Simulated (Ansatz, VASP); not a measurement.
CuO in VASP and in Ansatz

```
Cu O
1.0
     4.16094    0.00000    0.00000
     0.00000    4.16094    0.00000
     0.00000    0.00000    3.88764
Cu O
3 3
Direct
  0.50000 0.00000 0.50000
  0.00000 0.50000 0.50000
  0.00000 0.00000 0.00000
  0.00000 0.00000 0.50000
  0.50000 0.00000 0.00000
  0.00000 0.50000 0.00000
```

Alike in both runs: functional LDA; k mesh 7 × 7 × 7; occupations fermi-dirac, width 0.05 eV; no spin polarisation.

|  | VASP | Ansatz |
| --- | --- | --- |
| version | VASP 6.6.1 | Ansatz 0.2.0 |
| potentials or method | VASP PAW LDA potentials, release 64 (Cu, O) | Ansatz PAW |
| plane-wave cutoff (eV) | 520 | 420 |
| valence electrons in the cell | 51 | 75 |
| task | single point | projected density of states |

Ansatz gave:

| Item | Value |
| --- | --- |
| gap on the k mesh at the Fermi level (eV) | none |
| pressure (GPa) | -11.5 |
| traceless stress, the component that is largest in VASP (GPa) | -4.80 |

Task: Which values does VASP return?

Result: gap on the k mesh at the Fermi level (eV): none; pressure (GPa): -10.8; traceless stress, the component that is largest in VASP (GPa): -4.23.

LDA's correlation is that of Perdew and Zunger in VASP and of Perdew and Wang (1992) in Ansatz. A gap of «none» marks a metal or a gap that the smearing closes. VASP's potentials hold 51 valence electrons a cell and Ansatz's 75, so a difference there can come from the potentials and not from the codes.
